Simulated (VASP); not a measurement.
Write the native input for VASP 6.6.1 that does the following.

- Task: single point
- Functional: PBE
- Potentials or basis: VASP PAW PBE potentials, release 64 (Cd, Ga_d, C, N)
- Cutoff: 520 eV
- k mesh: 4 × 4 × 4
- Occupations: gaussian, width 0.1 eV
- Spin: no spin polarisation
- Dipole correction: no
- Further INCAR settings: ALGO = Normal; EDIFF = 1e-06; NBANDS = 42

The structure of CdGaC4N4 lies in POSCAR:

```
CdGaC4N4
1.0
    3.6511458600     -4.0859031500      0.0000000000
    3.6511458600      4.0859031500      0.0000000000
    0.0000000000      0.0000000000      7.3022917300
Cd Ga C N
1 1 4 4
Direct
    0.5000000000      0.5000000000      0.5000000000
    0.0000000000      0.0000000000      0.0000000000
    0.8164036000      0.8164036000      0.8164036000
    0.1835964000      0.1835964000      0.1835964000
    0.8164036000      0.8164036000      0.1835964000
    0.1835964000      0.1835964000      0.8164036000
    0.7031083600      0.7031083600      0.7031083600
    0.2968916400      0.2968916400      0.2968916400
    0.7031083600      0.7031083600      0.2968916400
    0.2968916400      0.2968916400      0.7031083600
```

One way to write it, as run:

INCAR

```
PREC = Accurate
ENCUT = 520
EDIFF = 1E-6
ISMEAR = 0
SIGMA = 0.1
LREAL = F
LASPH = T
NELM = 60
ALGO = Normal
ISIF = 2
LWAVE = F
LCHARG = T
GGA = PE
LELF = T
LVHAR = T
NBANDS = 42
```

KPOINTS

```
regular mesh
0
Gamma
  4 4 4
```

Potentials or basis: VASP PAW PBE potentials, release 64 (Cd, Ga_d, C, N).

Run with:

```console
$ cat potpaw_PBE.64/Cd/POTCAR potpaw_PBE.64/Ga_d/POTCAR potpaw_PBE.64/C/POTCAR potpaw_PBE.64/N/POTCAR > POTCAR
$ mpirun -np 1 vasp_std > vasp.out
```

It gave:

```json
{
 "Pressure": "8.6 GPa",
 "Largest force": "1.829 eV/Å",
 "Band gap on the k mesh": "zero (an odd number of electrons rules out a gap without spin polarisation)"
}
```

Caveat: the stress differs along the axes, from -0 to 13 GPa; an odd number of electrons without spin polarisation forces a metal; a magnetic or distorted state may lie lower.

Run time: 2.5 min on 1 thread of Intel(R) Xeon(R) Platinum 8488C (Sapphire Rapids), on a shared host, peak memory 0.41 GiB.
